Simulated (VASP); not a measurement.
# Pt (Fm-3m) in VASP: notebook

Pt is run at these levels: PBE; tasks: single point, relaxation of cell and atoms.

All numbers are computed with VASP 6.6.1; they aren't measurements. Logs are shortened: lines on timing, memory, paths and dates and some standing lists are left out, and cuts for length are marked.

**1. The cell of the first run**

Symmetry: Fm-3m, No. 225, cubic system. The conventional cell has a = 3.967 Å, b = 3.967 Å, c = 3.967 Å, α = 90.00°, β = 90.00°, γ = 90.00°. Within 3.7 Å of Pt (site symmetry m-3m) lie 12 Pt at 2.81 Å.

**2. Single point, PBE**

INCAR reads:

```
SYSTEM = Pt
  ALGO = Normal
  EDIFF = 1E-7
  ENCUT = 520
  GGA = PE
  ISIF = 2
  ISMEAR = 0
  LASPH = .TRUE.
  LCHARG = .TRUE.
  LELF = .TRUE.
  LREAL = .FALSE.
  LVHAR = .TRUE.
  LWAVE = .FALSE.
  NBANDS = 11
  NELM = 100
  PREC = Accurate
  SIGMA = 0.1
```

KPOINTS reads:

```
k-points
0
G
  8 8 8
  0 0 0
```

POSCAR reads:

```
Pt
1.0
    0.0000000000      1.9836737127      1.9836737127
    1.9836737127      0.0000000000      1.9836737127
    1.9836737127      1.9836737127      0.0000000000
Pt
1
Direct
    0.0000000000      0.0000000000      0.0000000000
```

Potentials or basis: VASP PAW PBE potentials, release 64 (Pt).

Command:

```sh
> cat potpaw_PBE.64/Pt/POTCAR > POTCAR
> mpirun -np 1 vasp_std > vasp.out
```

OUTCAR:

```text
SYSTEM = Pt
   EDIFF = 1E-7
   ENCUT = 520
   GGA = PE
   ISIF = 2
   ISMEAR = 0
   LASPH = .TRUE.
   LREAL = .FALSE.
   NELM = 100
   PREC = Accurate

 ion  position               nearest neighbor table
   1  0.000  0.000  0.000-

  LATTYP: Found a face centered cubic cell.
 ALAT       =     3.9673474254

  Lattice vectors:

 A1 = (   0.0000000000,   1.9836737127,   1.9836737127)
 A2 = (   1.9836737127,   0.0000000000,   1.9836737127)
 A3 = (   1.9836737127,   1.9836737127,   0.0000000000)

Analysis of symmetry for initial positions (statically):
=====================================================================
 Subroutine PRICEL returns:
 Original cell was already a primitive cell.

 Routine SETGRP: Setting up the symmetry group for a
 face centered cubic supercell.

 Subroutine GETGRP returns: Found 48 space group operations
 (whereof 48 operations were pure point group operations)
 out of a pool of 48 trial point group operations.

The static configuration has the point symmetry O_h .

Analysis of symmetry for dynamics (positions and initial velocities):
=====================================================================
 Subroutine PRICEL returns:
 Original cell was already a primitive cell.

 Routine SETGRP: Setting up the symmetry group for a
 face centered cubic supercell.

 Subroutine GETGRP returns: Found 48 space group operations
 (whereof 48 operations were pure point group operations)
 out of a pool of 48 trial point group operations.

The dynamic configuration has the point symmetry O_h .

 Subroutine INISYM returns: Found 48 space group operations
 (whereof 48 operations are pure point group operations),
 and found     1 'primitive' translations

----------------------------------------------------------------------------------------

                                     Primitive cell

  volume of cell :      15.6114

  direct lattice vectors                    reciprocal lattice vectors
     0.000000000  1.983673713  1.983673713    -0.252057582  0.252057582  0.252057582
     1.983673713  0.000000000  1.983673713     0.252057582 -0.252057582  0.252057582
     1.983673713  1.983673713  0.000000000     0.252057582  0.252057582 -0.252057582

  length of vectors
     2.805338268  2.805338268  2.805338268     0.436576539  0.436576539  0.436576539

  position of ions in fractional coordinates (direct lattice)
     0.000000000  0.000000000  0.000000000

  ion indices of the primitive-cell ions
   primitive index   ion index
                 1           1

----------------------------------------------------------------------------------------

 KPOINTS: k-points

Automatic generation of k-mesh.
 Grid dimensions read from file:
 generate k-points for:    8    8    8

 Generating k-lattice:

  Cartesian coordinates                     Fractional coordinates (reciprocal lattice)
    -0.031507198  0.031507198  0.031507198     0.125000000  0.000000000  0.000000000
     0.031507198 -0.031507198  0.031507198     0.000000000  0.125000000  0.000000000
     0.031507198  0.031507198 -0.031507198     0.000000000  0.000000000  0.125000000

  Length of vectors
     0.054572067  0.054572067  0.054572067

  Shift w.r.t. Gamma in fractional coordinates (k-lattice)
     0.000000000  0.000000000  0.000000000

 Subroutine IBZKPT returns following result:
 ===========================================

 Found     29 irreducible k-points:

 Following reciprocal coordinates:
            Coordinates               Weight
  0.000000  0.000000  0.000000      1.000000
  0.125000  0.000000  0.000000      8.000000
  0.250000  0.000000  0.000000      8.000000
  0.375000  0.000000  0.000000      8.000000
  0.500000  0.000000  0.000000      4.000000
  0.125000  0.125000  0.000000      6.000000
[... 16 lines left out ...]
  0.500000  0.250000  0.125000     48.000000
 -0.375000  0.250000  0.125000     24.000000
 [... further k-points ...]
   k-points           NKPTS =     29   k-points in BZ     NKDIM =     29   number of bands    NBANDS=     11
   number of dos      NEDOS =    301   number of ions     NIONS =      1
   total plane-waves  NPLWV =  13824
   dimension x,y,z NGX =    24 NGY =   24 NGZ =   24
   dimension x,y,z NGXF=    48 NGYF=   48 NGZF=   48
   ions per type =               1
   NGX,Y,Z   is equivalent  to a cutoff of  14.22, 14.22, 14.22 a.u.
   NGXF,Y,Z  is equivalent  to a cutoff of  28.45, 28.45, 28.45 a.u.
 SYSTEM =  Pt
   PREC   = accura    normal or accurate (medium, high low for compatibility)
   ISTART =      0    job   : 0-new  1-cont  2-samecut
   ICHARG =      2    charge: 1-file 2-atom 10-const
   ISPIN  =      1    spin polarized calculation?
   LNONCOLLINEAR =      F non collinear calculations
   LSORBIT =      F    spin-orbit coupling
   LASPH  =      T    aspherical Exc in radial PAW
   ENCUT  =  520.0 eV  38.22 Ry    6.18 a.u.   5.22  5.22  5.22*2*pi/ulx,y,z
   NELM   =    100;   NELMIN=  2; NELMDL= -5     # of ELM steps
   EDIFF  = 0.1E-06   stopping-criterion for ELM
   LREAL  =      F    real-space projection
   EDIFFG = 0.1E-05   stopping-criterion for IOM
   NSW    =      0    number of steps for IOM
   IBRION =     -1    ionic relax: 0-MD 1-quasi-New 2-CG
   NFREE  =      0    steps in history (QN), initial steepest desc. (CG)
   ISIF   =      2    stress and relaxation
   ISYM   =      2    0-nonsym 1-usesym 2-fastsym
   POTIM  = 0.5000    time-step for ionic-motion
   TEBEG  =    0.0;   TEEND  =   0.0 temperature during run
   PSTRESS=    0.0 pullay stress
   NELECT =      10.0000    total number of electrons
   NUPDOWN=      -1.0000    fix difference up-down
   EMIN   =  10.00;   EMAX   =-10.00  energy-range for DOS
   EFERMI =   0.00;   METHOD = LEGACY
   ISMEAR =     0;   SIGMA  =   0.10  broadening in eV -4-tet -1-fermi 0-gaus
   EFERMI_NEDOS =   21; number of points for ismear=-14 and -15
   IALGO  =     38    algorithm
   IMIX   =      4    mixing-type and parameters
     AMIX     =   0.40;   BMIX     =  1.00
     AMIX_MAG =   1.60;   BMIX_MAG =  1.00
  volume/ion in A,a.u.               =      15.61       105.35
  Fermi-wavevector in a.u.,A,eV,Ry     =   1.411220  2.666818 27.096556  1.991541
  Thomas-Fermi vector in A             =   2.533093
   LORBIT       =      0    0 simple, 1 ext, 2 COOP (PROOUT), +10 PAW based schemes
   GGA     = PE    functional components
   LHFCALC =     F    Hartree Fock is set to
   AEXX    =    0.0000 exact exchange contribution
   IVDW    =     0    specifies the selected vdW correction
   LEPSILON=     F    determine dielectric tensor
   LRPA    =     F    only Hartree local field effects (RPA)
 non-spin polarized calculation
 Gauss-broadening in eV      SIGMA  =   0.10
  energy-cutoff  :      520.00
  volume of cell :       15.61
 maximum number of plane-waves:       444
 NGX is ok and might be reduce to    24
   NGX = 11   NGY = 11   NGZ = 11

 number of electron      10.0000002 magnetization

 Free energy of the ion-electron system (eV)
  ---------------------------------------------------
  ext. energy  EPLUGINS =         0.00000000
  ---------------------------------------------------
  free energy    TOTEN  =        -6.08661188 eV

  energy without entropy =       -6.07708256  energy(sigma->0) =       -6.08184722

 E-fermi :  10.5386     XC(G=0): -13.2911

 val. band max:       10.4078493077   @ k =  -0.3750   0.3750   0.0000
 cond. band min:      10.5467689407   @ k =  -0.2500   0.1250   0.0000
 fundamental gap:      0.1389196330
 Fermi energy:        10.5386471452

 k-point     1 :       0.0000    0.0000    0.0000
  band No.  band energies     occupation
      1       0.7792      2.00000
      2       7.0007      2.00000
      3       7.0007      2.00000
      4       7.0007      2.00000
      5       9.0297      2.00000
      6       9.0297      2.00000
      7      25.3477      0.00000
      8      30.1160      0.00000
      9      30.1160      0.00000
     10      30.1160      0.00000
     11      35.3440      0.00000

 k-point     2 :       0.1250    0.0000    0.0000
  band No.  band energies     occupation
      1       1.3701      2.00000
      2       6.7748      2.00000
      3       7.2086      2.00000
      4       7.2086      2.00000
      5       8.9373      2.00000
      6       8.9373      2.00000
      7      26.1763      0.00000
      8      27.6588      0.00000
      9      30.9972      0.00000
     10      30.9972      0.00000
     11      36.3844      0.00000

 k-point     3 :       0.2500    0.0000    0.0000
  band No.  band energies     occupation
      1       2.7699      2.00000
      2       6.6792      2.00000
      3       7.3553      2.00000
      4       7.3553      2.00000
      5       9.2032      2.00000
      6       9.2032      2.00000
      7      23.7128      0.00000
      8      26.9317      0.00000
      9      32.8642      0.00000
     10      32.8642      0.00000
     11      33.8439      0.00000

 k-point     4 :       0.3750    0.0000    0.0000
  band No.  band energies     occupation
      1       3.5714      2.00000
      2       7.0922      2.00000
      3       7.0922      2.00000
      4       8.2808      2.00000
      5      10.1041      2.00000
      6      10.1041      2.00000
      7      19.1261      0.00000
      8      25.5561      0.00000
      9      30.6891      0.00000
     10      30.6891      0.00000
     11      36.6743      0.00000

 k-point     5 :       0.5000    0.0000    0.0000
  band No.  band energies     occupation
      1       3.6270      2.00000
      2       6.9432      2.00000
      3       6.9432      2.00000
      4      10.2813      1.99973
      5      10.6037      0.35726
      6      10.6037      0.35726
      7      16.1675      0.00000
      8      24.9048      0.00000
      9      29.3494      0.00000
     10      29.3494      0.00000
     11      38.4150      0.00000
[... 211 lines left out ...]
 k-point    21 :       0.5000    0.5000    0.0000
  band No.  band energies     occupation
      1       3.8916      2.00000
      2       4.3240      2.00000
      3      10.5685      0.67245
      4      11.0280      0.00000
      5      11.0280      0.00000
      6      12.4592      0.00000
      7      19.1023      0.00000
      8      21.8945      0.00000
      9      21.8945      0.00000
     10      30.3320      0.00000
     11      33.4568      0.00000

 k-point    22 :       0.3750    0.2500    0.1250
  band No.  band energies     occupation
      1       4.0140      2.00000
      2       5.7591      2.00000
      3       6.9944      2.00000
      4       8.5724      2.00000
      5       8.6558      2.00000
      6      10.5939      0.43464
      7      23.8818      0.00000
      8      25.9960      0.00000
      9      28.3655      0.00000
     10      30.6901      0.00000
     11      34.3205      0.00000

 k-point    23 :       0.5000    0.2500    0.1250
  band No.  band energies     occupation
      1       4.8280      2.00000
      2       6.2376      2.00000
      3       6.5024      2.00000
      4       8.2971      2.00000
      5       9.8807      2.00000
      6      12.4359      0.00000
      7      19.6464      0.00000
      8      24.6965      0.00000
      9      26.6372      0.00000
     10      30.7985      0.00000
     11      34.6238      0.00000

 k-point    24 :      -0.3750    0.2500    0.1250
  band No.  band energies     occupation
      1       4.8546      2.00000
      2       6.0430      2.00000
      3       7.3386      2.00000
      4       8.0472      2.00000
      5      10.3909      1.96333
      6      14.9331      0.00000
      7      15.9007      0.00000
      8      25.0022      0.00000
      9      25.4935      0.00000
     10      29.5800      0.00000
     11      36.4219      0.00000

 [... further k-points ...]

------------------------ aborting loop because EDIFF is reached ----------------------------------------

  FORCE on cell =-STRESS in cart. coord.  units (eV):
  Direction    XX          YY          ZZ          XY          YZ          ZX
  --------------------------------------------------------------------------------------
  -------------------------------------------------------------------------------------
  Total       -0.0631969     -0.0631969     -0.0631969      0.0000000      0.0000000     -0.0000000
  in kB       -6.4858276     -6.4858276     -6.4858276      0.0000000      0.0000000     -0.0000000
  external PRESSURE =      -6.4858276 kB  Pullay stress =       0.0000000 kB

 VOLUME and BASIS-vectors are now :
 -----------------------------------------------------------------------------
  energy-cutoff  :      520.00
  volume of cell :       15.61
      direct lattice vectors                 reciprocal lattice vectors
     0.000000000  1.983673713  1.983673713    -0.252057582  0.252057582  0.252057582
     1.983673713  0.000000000  1.983673713     0.252057582 -0.252057582  0.252057582
     1.983673713  1.983673713  0.000000000     0.252057582  0.252057582 -0.252057582

 POSITION                                       TOTAL-FORCE (eV/Angst)
 -----------------------------------------------------------------------------------
      0.00000      0.00000      0.00000        -0.000000      0.000000      0.000000
 -----------------------------------------------------------------------------------
    total drift:                               -0.000000      0.000000     -0.000000

  FREE ENERGIE OF THE ION-ELECTRON SYSTEM (eV)
  ---------------------------------------------------
  free  energy   TOTEN  =        -6.0866118799 eV

  energy  without entropy=       -6.0770825563  energy(sigma->0) =       -6.08184722
```

Run time: 5 s. Hardware: 1 thread of Intel Xeon Platinum 8259CL at 2.50GHz (Skylake/Cascade Lake), shared host; peak memory 0.14 GiB.

Results:

```
Free energy            : -6.0866 eV
Pressure               : -0.6 GPa
Band gap on the k mesh : zero (band 5 reaches 11.03 eV, above the bottom of band 6 at 8.94 eV)
```

Levels at points of the mesh, in eV from the Fermi level:
```csv
k point,band 1,band 2,band 3,band 4,band 5,band 6,band 7,band 8,band 9,band 10
"(0.00, 0.00, 0.00)",-9.76,-3.54,-3.54,-3.54,-1.51,-1.51,14.81,19.58,19.58,19.58
"(0.50, 0.00, 0.00)",-6.91,-3.60,-3.60,-0.26,0.07,0.07,5.63,14.37,18.81,18.81
"(0.50, 0.50, 0.00)",-6.65,-6.21,0.03,0.49,0.49,1.92,8.56,11.36,11.36,19.79
```

Caveat: spin-orbit coupling is left out, which moves the levels of the heavy elements.

**3. Relaxation of cell and atoms, PBE**

This run uses another cell than the first one, of 15.06 Å³/atom, 0.965 times its volume.

INCAR reads:

```
ALGO     = Normal         # electronic algorithm
EDIFF    = 1E-6           # SCF threshold, eV
EDIFFG   = -0.05          # ionic threshold
ENCUT    = 600            # plane-wave cutoff, eV
GGA      = PE             # functional
IBRION   = 2              # ionic algorithm
ISIF     = 3              # what is computed and relaxed
ISMEAR   = 0              # smearing method
LASPH    = True           # aspherical terms in the spheres
LCHARG   = False          # write CHGCAR
LREAL    = False          # projectors in reciprocal space
LWAVE    = False          # write WAVECAR
NELM     = 100            # most SCF steps
NSW      = 100            # ionic steps
PREC     = Accurate       # precision mode
SIGMA    = 0.1            # smearing width, eV
```

KPOINTS reads:

```
k-points
0
Gamma
  8 8 8
```

POSCAR reads:

```
Pt
1.0
    0.0000000000      1.9600012148      1.9600012148
    1.9600012148      0.0000000000      1.9600012148
    1.9600012148      1.9600012148      0.0000000000
Pt
1
Direct
    0.0000000000      0.0000000000      0.0000000000
```

Potentials or basis: VASP PAW PBE potentials, release 64 (Pt).

Command:

```sh
> cat potpaw_PBE.64/Pt/POTCAR > POTCAR
> mpirun -np 1 vasp_std > vasp.out
```

Wall time 9.7 s (1 thread of Intel Xeon Platinum 8259CL at 2.50GHz (Skylake/Cascade Lake), shared host); peak memory 0.14 GiB.

It converged, with:

| Item | Value |
| --- | --- |
| Free energy | -6.0867 eV |
| Relaxed volume | 15.59 Å³/atom |
| Relaxed cell | a = 2.804 Å, b = 2.804 Å, c = 2.804 Å, α = 60.00°, β = 60.00°, γ = 60.00° |
| Space group after relaxing (to 0.05 Å) | Fm-3m (No. 225) |
| Energy gained by relaxing | 14.5 meV/atom |
| Ionic steps | 3 |
| Pressure after relaxing | -0.3 GPa |
| Band gap on the k mesh | zero (band 5 reaches 11.06 eV, above the bottom of band 6 at 8.96 eV) |

Step by step:
```
step  energy change (eV)  largest force (eV/Å)  pressure (GPa)  volume (Å³)
   1              0.0000                0.0000            9.37        15.06
   2              0.0760                0.0000          -17.43        17.06
   3             -0.0145                0.0000           -0.26        15.59
```

Final structure:
```xyz
1
Lattice="0.0000 1.9828 1.9828 1.9828 0.0000 1.9828 1.9828 1.9828 0.0000" Properties=species:S:1:pos:R:3 pbc="T T T"
Pt    0.0000    0.0000    0.0000
```

Levels at points of the mesh, in eV from the Fermi level:
| k point | band 2 | band 3 | band 4 | band 5 | band 6 | band 7 | band 8 | band 9 |
| --- | --- | --- | --- | --- | --- | --- | --- | --- |
| (0.00, 0.00, 0.00) | -3.55 | -3.55 | -3.55 | -1.51 | -1.51 | 14.81 | 19.58 | 19.58 |
| (0.50, 0.00, 0.00) | -3.60 | -3.60 | -0.26 | 0.07 | 0.07 | 5.64 | 14.36 | 18.82 |
| (0.50, 0.50, 0.00) | -6.23 | 0.03 | 0.49 | 0.49 | 1.92 | 8.58 | 11.36 | 11.36 |

Caveat: spin-orbit coupling is left out, which moves the levels of the heavy elements.
